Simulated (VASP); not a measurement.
# CaO (Fm-3m) in VASP: further runs, part 2 of 2

VASP 6.6.1.

## Step 6: Single point, PBEsol+D3(BJ)

This run uses another cell than the first one, of 13.21 Å³/atom.

Contents of INCAR:

```
PREC     = Accurate       # precision mode
ENCUT    = 520            # plane-wave cutoff, eV
EDIFF    = 1E-6           # SCF threshold, eV
ISMEAR   = -1             # smearing method
SIGMA    = 0.05           # smearing width, eV
LREAL    = False          # projectors in reciprocal space
LASPH    = True           # aspherical terms in the spheres
NELM     = 100            # most SCF steps
ALGO     = Normal         # electronic algorithm
ISIF     = 2              # what is computed and relaxed
LWAVE    = False          # write WAVECAR
LCHARG   = False          # write CHGCAR
GGA      = PS             # functional
IVDW     = 12             # dispersion correction
NBANDS   = 15             # bands
```

Contents of KPOINTS:

```
regular mesh
0
Gamma
  10 10 10
```

Contents of POSCAR:

```
CaO
1.0
    0.0000000000      2.3640789273      2.3640789273
    2.3640789273      0.0000000000      2.3640789273
    2.3640789273      2.3640789273      0.0000000000
Ca O
1 1
Direct
    0.0000000000      0.0000000000      0.0000000000
    0.5000000000      0.5000000000      0.5000000000
```

Potentials or basis: VASP PAW PBE potentials, release 64 (Ca_sv, O).

Started as:

```console
$ cat potpaw_PBE.64/Ca_sv/POTCAR potpaw_PBE.64/O/POTCAR > POTCAR
$ mpirun -np 1 vasp_std > vasp.out
```

OUTCAR:

```text
PREC = Accurate
   ENCUT = 520
   EDIFF = 1E-6
   ISMEAR = -1
   LREAL = False
   LASPH = True
   NELM = 100
   ISIF = 2
   GGA = PS
   IVDW = 12
 IVDW          = 12

 ion  position               nearest neighbor table
   1  0.000  0.000  0.000-   2 2.36   2 2.36   2 2.36   2 2.36   2 2.36   2 2.36
   2  0.500  0.500  0.500-   1 2.36   1 2.36   1 2.36   1 2.36   1 2.36   1 2.36

  LATTYP: Found a face centered cubic cell.
 ALAT       =     4.7281578546

  Lattice vectors:

 A1 = (   0.0000000000,   2.3640789273,   2.3640789273)
 A2 = (   2.3640789273,   0.0000000000,   2.3640789273)
 A3 = (   2.3640789273,   2.3640789273,   0.0000000000)

Analysis of symmetry for initial positions (statically):
=====================================================================
 Subroutine PRICEL returns:
 Original cell was already a primitive cell.

 Routine SETGRP: Setting up the symmetry group for a
 face centered cubic supercell.

 Subroutine GETGRP returns: Found 48 space group operations
 (whereof 48 operations were pure point group operations)
 out of a pool of 48 trial point group operations.

The static configuration has the point symmetry O_h .

[... 175 lines left out ...]
      7       2.4821      2.00000
      8       2.4821      2.00000
      9       7.4513      0.00000
     10       8.7860      0.00000
     11       8.7860      0.00000
     12       8.7860      0.00000
     13      10.4123      0.00000
     14      10.4123      0.00000
[... 401 lines left out ...]
      2     -16.3261      2.00000
      3     -15.7561      2.00000
      4     -15.7216      2.00000
      5     -12.4381      2.00000
      6       0.7383      2.00000
      7       1.9081      2.00000
      8       2.0154      2.00000
      9       6.7076      0.00000
     10      10.4452      0.00000
     11      11.5627      0.00000
     12      11.6784      0.00000
     13      11.8183      0.00000
     14      13.7014      0.00000
     15      18.6108      0.00000

 [... further k-points ...]

------------------------ aborting loop because EDIFF is reached ----------------------------------------

 Edisp (eV)   -0.55432

 E8    (eV) :    -0.3780

  FORCE on cell =-STRESS in cart. coord.  units (eV):
  Direction    XX          YY          ZZ          XY          YZ          ZX
  --------------------------------------------------------------------------------------
  -------------------------------------------------------------------------------------
  Total       0.03451     0.03451     0.03451     0.00000     0.00000     0.00000
  in kB       2.09261     2.09261     2.09261     0.00000     0.00000     0.00000
  external pressure =        2.09 kB  Pullay stress =        0.00 kB

 VOLUME and BASIS-vectors are now :
 -----------------------------------------------------------------------------
  energy-cutoff  :      520.00
  volume of cell :       26.43
      direct lattice vectors                 reciprocal lattice vectors
     0.000000000  2.364078927  2.364078927    -0.211498861  0.211498861  0.211498861
     2.364078927  0.000000000  2.364078927     0.211498861 -0.211498861  0.211498861
     2.364078927  2.364078927  0.000000000     0.211498861  0.211498861 -0.211498861

 POSITION                                       TOTAL-FORCE (eV/Angst)
 -----------------------------------------------------------------------------------
      0.00000      0.00000      0.00000         0.000000      0.000000     -0.000000
      2.36408      2.36408      2.36408        -0.000000     -0.000000      0.000000
 -----------------------------------------------------------------------------------
    total drift:                                0.000000      0.000000      0.000000

  FREE ENERGIE OF THE ION-ELECTRON SYSTEM (eV)
  ---------------------------------------------------
  free  energy   TOTEN  =       -13.9554071505 eV

  energy  without entropy=      -13.9554071505  energy(sigma->0) =      -13.95540715
```

OSZICAR:

```text
N       E                     dE             d eps       ncg     rms          rms(c)
DAV:   1     0.123963307141E+03    0.12396E+03   -0.83785E+03  1410   0.109E+03
DAV:   2    -0.980822501883E+01   -0.13377E+03   -0.12475E+03  1797   0.293E+02
DAV:   3    -0.147888133530E+02   -0.49806E+01   -0.49419E+01  1676   0.587E+01
DAV:   4    -0.149293352943E+02   -0.14052E+00   -0.14043E+00  2003   0.861E+00
DAV:   5    -0.149304966183E+02   -0.11613E-02   -0.11613E-02  1634   0.789E-01    0.808E+00
DAV:   6    -0.134924737114E+02    0.14380E+01   -0.41765E+00  1621   0.209E+01    0.343E+00
DAV:   7    -0.134176432511E+02    0.74830E-01   -0.35021E-01  1641   0.630E+00    0.176E+00
DAV:   8    -0.134021128538E+02    0.15530E-01   -0.69994E-02  1816   0.284E+00    0.401E-01
DAV:   9    -0.134007505944E+02    0.13623E-02   -0.48789E-03  1452   0.588E-01    0.996E-02
DAV:  10    -0.134011080479E+02   -0.35745E-03   -0.47799E-04  1726   0.251E-01    0.412E-02
DAV:  11    -0.134010839113E+02    0.24137E-04   -0.38814E-05  1950   0.876E-02    0.513E-03
DAV:  12    -0.134010835528E+02    0.35844E-06   -0.53464E-06  1655   0.233E-02
   1 F= -.13955407E+02 E0= -.13955407E+02  d E =-.184511E-10
```

stdout:

```text
POSCAR found type information on POSCAR CaO
 POSCAR found :  2 types and       2 ions
 scaLAPACK will be used
 -----------------------------------------------------------------------------
|                                                                             |
|                                                                             |
|     You enforced a specific xc type in the INCAR file but a different       |
|     I HOPE YOU KNOW WHAT YOU ARE DOING!                                     |
|                                                                             |
 -----------------------------------------------------------------------------

 LDA part: xc-table for (Slater+PW92), standard interpolation
 POSCAR, INCAR and KPOINTS ok, starting setup
 FFT: planning ... GRIDC
 FFT: planning ... GRID_SOFT
 FFT: planning ... GRID
 WAVECAR not read
 entering main loop
```

It took 46 s on 1 thread of AMD EPYC 7R43 (Zen 3), shared host; peak memory 0.14 GiB.

Results:

```yaml
Free_energy: -13.9554 eV
Pressure: 0.2 GPa
Band_gap_on_the_k_mesh: 3.51 eV (least direct gap 3.87 eV)
Dispersion_energy_per_atom: -0.277 eV
```

Levels at points of the mesh, in eV from the valence-band top:
| k point | band 6 | band 7 | band 8 | band 9 | band 10 | band 11 |
| --- | --- | --- | --- | --- | --- | --- |
| (0.00, 0.00, 0.00) | 0.00 | 0.00 | 0.00 | 4.97 | 6.30 | 6.30 |
| (0.50, 0.00, 0.00) | -2.82 | -1.32 | -1.32 | 7.25 | 8.64 | 8.64 |
| (0.50, 0.50, 0.00) | -1.29 | -0.37 | -0.37 | 3.51 | 8.41 | 9.20 |

Caveat: three body term missing; the PAW data sets were made with another functional, which shifts forces and pressure a little.

## Step 7: Summary

| level | cell | gap on the mesh (eV) | pressure (GPa) |
| --- | --- | --- | --- |
| PBEsol | a = 3.327 Å, angles 60.0°, 2 atoms | 3.49 | 5.8 |
| PBEsol | a = 3.289 Å, angles 60.0°, 2 atoms | 3.46 | 10.9 |
| PBEsol | a = 3.352 Å, angles 60.0°, 2 atoms | 3.51 | 2.7 |
| PBEsol+D3(BJ) | a = 3.339 Å, angles 60.0°, 2 atoms | 3.50 | 0.7 |
| PBEsol+D3(BJ) | a = 3.343 Å, angles 60.0°, 2 atoms | 3.51 | 0.2 |

Alike in all rows: task single point; potentials or basis VASP PAW PBE potentials, release 64 (Ca_sv, O); no spin polarisation; k mesh 10 × 10 × 10; cutoff (eV) 520; smearing fermi-dirac 0.05 eV.

Caveats: the PAW data sets were made with another functional, which shifts forces and pressure a little; the cell stands under pressure (at least some runs); three body term missing (at least some runs).

Total energies depend on the potentials used, so only differences within one code and one set of settings carry meaning.
